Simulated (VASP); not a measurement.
Runs of VASP 6.6.1 on TiAl. The structure is that of space group P-6m2 (No. 187), or close to it. The cells are those of the table. 

```csv
cell,gap on the mesh (eV),pressure (GPa)
"a = 2.620, b = 2.620, c = 4.250 Å, angles 90.0, 90.0, 120.0°, 2 atoms",none,(a)
"a = 2.620, b = 2.620, c = 4.435 Å, angles 90.0, 90.0, 120.0°, 2 atoms",none,(b)
"a = 2.620, b = 2.620, c = 4.990 Å, angles 90.0, 90.0, 120.0°, 2 atoms",none,12.2
"a = 2.848, b = 2.848, c = 4.250 Å, angles 90.0, 90.0, 120.0°, 2 atoms",none,(c)
"a = 2.620, b = 2.620, c = 4.805 Å, angles 90.0, 90.0, 120.0°, 2 atoms",none,17.4
"a = 2.734, b = 2.734, c = 4.620 Å, angles 90.0, 90.0, 120.0°, 2 atoms",none,10.0
"a = 2.734, b = 2.734, c = 4.250 Å, angles 90.0, 90.0, 120.0°, 2 atoms",none,26.4
"a = 2.620, b = 2.620, c = 4.620 Å, angles 90.0, 90.0, 120.0°, 2 atoms",none,24.3
```

Alike in all rows: task single point; level PBEsol; potentials or basis VASP PAW PBE potentials, release 64 (Ti_sv, Al); no spin polarisation; k mesh 24 × 24 × 14; cutoff (eV) 520; smearing gaussian 0.15 eV.

Estimate the missing entries.

(a) 43.9; (b) 33.0; (c) 13.0.

Caveats: the PAW data sets were made with another functional, which shifts forces and pressure a little; the stress differs along the axes, from 41 to 50 GPa (at least some runs); the stress differs along the axes, from 30 to 35 GPa (at least some runs); the stress differs along the axes, from -11 to 24 GPa (at least some runs); the stress differs along the axes, from 8 to 23 GPa (at least some runs); the stress differs along the axes, from -1 to 27 GPa (at least some runs); the stress differs along the axes, from 6 to 12 GPa (at least some runs).

A gap of «none» marks levels without a gap at the run's occupations.
